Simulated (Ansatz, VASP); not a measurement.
**Two plane-wave programs on Al2Cu**

```
Al Cu
1.0
    -3.14635    3.14635    2.43795
     3.14635   -3.14635    2.43795
     3.14635    3.14635   -2.43795
Al Cu
4 2
Cartesian
  4.1489 1.0026 0.0000
  2.1438 1.0026 2.4379
  -1.0026 2.1438 2.4379
  1.0026 2.1438 0.0000
  0.0000 0.0000 3.6569
  0.0000 0.0000 1.2190
```

Alike in both runs: task single point; functional PBEsol; k mesh 10 × 10 × 10; occupations gaussian, width 0.15 eV; no spin polarisation.

|  | VASP | Ansatz |
| --- | --- | --- |
| version | VASP 6.6.1 | Ansatz 0.2.0 |
| potentials or method | VASP PAW PBE potentials, release 64 (Al, Cu), cutoff 520 eV | scalar-relativistic, plane waves, PAW |
| valence electrons in the cell | 34 | 50 |

Ansatz gave:

* gap on the k mesh at the Fermi level (eV): none
* pressure (GPa): -9.1
* traceless stress, the component that is largest in VASP (GPa): 2.82
* rms of the force components (eV/Å): 0.008

Question: What did VASP give for the same quantities?

Answer: gap on the k mesh at the Fermi level (eV): none; pressure (GPa): -9.2; traceless stress, the component that is largest in VASP (GPa): 2.85; rms of the force components (eV/Å): 0.010.

VASP's potentials were made for PBE, not for PBEsol, and Ansatz warns of the same on its side. Atom by atom the forces differ by 0.002 eV/Å (rms over components). A gap of «none» marks a metal or a gap that the smearing closes. VASP's potentials hold 34 valence electrons a cell and Ansatz's 50, so a difference there can come from the potentials and not from the codes.
